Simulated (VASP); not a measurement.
Input of a VASP 6.6.1 run:

The input INCAR:

```
SYSTEM = Na4TiO3
  PREC = Accurate
  ENCUT = 520
  EDIFF = 1E-6
  ISMEAR = 0
  SIGMA = 0.1
  LREAL = .False.
  LASPH = .True.
  NELM = 60
  ALGO = Normal
  ISIF = 2
  LWAVE = .False.
  LCHARG = .False.
  GGA = PE
  NBANDS = 39
```

File KPOINTS:

```
regular mesh
0
Gamma
  8 8 4
  0 0 0
```

The input POSCAR:

```
Na4TiO3
1.0
    2.7876186070     -2.7425245833      0.0113363583
    2.7876186070      2.7425245833      0.0113363583
   -0.8737289945      0.0000000000      7.7125921395
Na Ti O
4 1 3
Direct
    0.0327978847      0.3215898462      0.8948737110
    0.6784101538      0.9672021153      0.1051262890
    0.4917567181      0.6171174675      0.7021777167
    0.3828825325      0.5082432819      0.2978222833
    0.9555931859      0.0444068141      0.5000000000
    0.9664610447      0.5456551303      0.5364294763
    0.4543448697      0.0335389553      0.4635705237
    0.5373630537      0.4626369463      0.0000000000
```

Potentials or basis: VASP PAW PBE potentials, release 64 (Na_pv, Ti_sv, O).

Run with:

```bash
$ cat potpaw_PBE.64/Na_pv/POTCAR potpaw_PBE.64/Ti_sv/POTCAR potpaw_PBE.64/O/POTCAR > POTCAR
$ mpirun -np 1 vasp_std > vasp.out
```

Estimate the pressure.

3.1 GPa.

Estimate the largest force.

0.027 eV/Å.

Stress tensor (GPa, compression positive):
```
3.23 0.00 0.03
0.00 3.16 0.00
0.03 0.00 2.83
```

Caveat: the cell stands under pressure.
